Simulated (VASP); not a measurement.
Write the native input for VASP 6.6.1 that does the following.

- Task: relaxation of cell and atoms
- Functional: HSE06
- Potentials or basis: VASP PAW PBE potentials, release 64 (Pb_d, S)
- Cutoff: 600 eV
- k mesh: 4 × 4 × 4
- Occupations: fermi-dirac, width 0.05 eV
- Spin: no spin polarisation
- Dipole correction: no
- Grid for exact exchange (PRECFOCK): Normal
- Further INCAR settings: ALGO = Normal; EDIFF = 1e-06; IBRION = 2; EDIFFG = -0.01; NSW = 60; ISIF = 3
- Share of exact exchange: 0.25
- Screening parameter: 0.2079 1/Å

PbS:

```
Pb S
1.0
     3.65366    0.00000    0.00000
     0.00000    3.65366    0.00000
     0.00000    0.00000    3.65366
Pb S
1 1
Direct
  0.00000 0.00000 0.00000
  0.50000 0.50000 0.50000
```

The input as run:

POSCAR

```
PbS
1.0
    3.6536590000      0.0000000000      0.0000000000
    0.0000000000      3.6536590000      0.0000000000
    0.0000000000      0.0000000000      3.6536590000
Pb S
1 1
Direct
    0.0000000000      0.0000000000      0.0000000000
    0.5000000000      0.5000000000      0.5000000000
```

INCAR.step1

```
SYSTEM = PbS
PREC = Accurate
ENCUT = 600
EDIFF = 1E-5
ISMEAR = -1
SIGMA = 0.05
LREAL = .False.
LASPH = .True.
NELM = 60
ALGO = Normal
LWAVE = .True.
LCHARG = .False.
GGA = PE
NBANDS = 17
```

INCAR.step2

```
SYSTEM = PbS
PREC = Accurate
ENCUT = 600
EDIFF = 1E-6
ISMEAR = -1
SIGMA = 0.05
LREAL = .False.
LASPH = .True.
NELM = 60
ALGO = Normal
ISIF = 3
LWAVE = .False.
LCHARG = .False.
GGA = PE
LHFCALC = .True.
HFSCREEN = 0.2079
PRECFOCK = Normal
IBRION = 2
NSW = 60
EDIFFG = -0.01
ISTART = 1
```

KPOINTS

```
regular mesh
0
Gamma
  4 4 4
  0 0 0
```

Potentials or basis: VASP PAW PBE potentials, release 64 (Pb_d, S).

Run with:

```console
$ cat potpaw_PBE.64/Pb_d/POTCAR potpaw_PBE.64/S/POTCAR > POTCAR
$ cp INCAR.step1 INCAR
$ mpirun -np 1 vasp_std > vasp.out
$ cp INCAR.step2 INCAR
$ mpirun -np 1 vasp_std > vasp.out
```

Results of the run:

- Relaxed volume: 23.43 Å³/atom
- Relaxed cell: a = 3.605 Å, b = 3.605 Å, c = 3.605 Å, α = 90.00°, β = 90.00°, γ = 90.00°
- Space group after relaxing (to 0.1 Å): Pm-3m (No. 221)
- Energy gained by relaxing: 7.2 meV/atom
- Ionic steps: 4
- Pressure after relaxing: 0.0 GPa
- Band gap on the k mesh: zero (bands 10 and 11 overlap by 0.38 eV)

Caveat: the k points lie up to 0.44 Å⁻¹ apart in the final cell; the PAW data sets were made with another functional, which shifts forces and pressure a little; spin-orbit coupling is left out, which moves the levels of the heavy elements.

Wall time 61 min on 1 thread of Intel Xeon 8259CL, with other jobs on the host, peak memory 0.3 GiB.
